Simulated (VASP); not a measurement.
Set up this calculation in VASP 6.6.1, as the native input.

```yaml
Task: electric field gradients
Functional: PBEsol
Potentials_or_basis: VASP PAW PBE potentials, release 64 (Sn_d, Se)
Cutoff: 520 eV
k_mesh: 10 × 10 × 10
Occupations: fermi-dirac, width 0.05 eV
Spin: no spin polarisation
Dipole_correction: no
Further_INCAR_settings: ALGO = Normal; EDIFF = 1e-08; NBANDS = 17
```

The structure of SnSe lies in POSCAR:

```
SnSe
1.0
    0.0000000000      3.0104337128      3.0104337128
    3.0104337128      0.0000000000      3.0104337128
    3.0104337128      3.0104337128      0.0000000000
Sn Se
1 1
Direct
    0.0000000000      0.0000000000      0.0000000000
    0.5000000000      0.5000000000      0.5000000000
```

The input as run:

INCAR

```
SYSTEM = SnSe
  ALGO = Normal
  EDIFF = 1E-8
  ENCUT = 520
  GGA = PS
  ISIF = 2
  ISMEAR = -1
  LASPH = .TRUE.
  LCHARG = .FALSE.
  LEFG = .TRUE.
  LREAL = .FALSE.
  LWAVE = .FALSE.
  NBANDS = 17
  NELM = 80
  PREC = Accurate
  SIGMA = 0.05
```

KPOINTS

```
k-points
0
G
  10 10 10
  0 0 0
```

Potentials or basis: VASP PAW PBE potentials, release 64 (Sn_d, Se).

Launch:

```sh
$ cat potpaw_PBE.64/Sn_d/POTCAR potpaw_PBE.64/Se/POTCAR > POTCAR
$ mpirun -np 1 vasp_std > vasp.out
```

It gave:

The pressure is -1.8 GPa and the band gap on the k mesh is 0.52 eV, indirect (least direct gap 0.62 eV).

Caveat: without QUAD_EFG the Cq values of the log hold for a quadrupole moment of 1 mb, not for the nuclei; the PAW data sets were made with another functional, which shifts forces and pressure a little; spin-orbit coupling is left out, which moves the levels of the heavy elements.

Wall time 56 s on 1 thread of AMD EPYC 7R13 (shared host), peak memory 0.17 GiB.
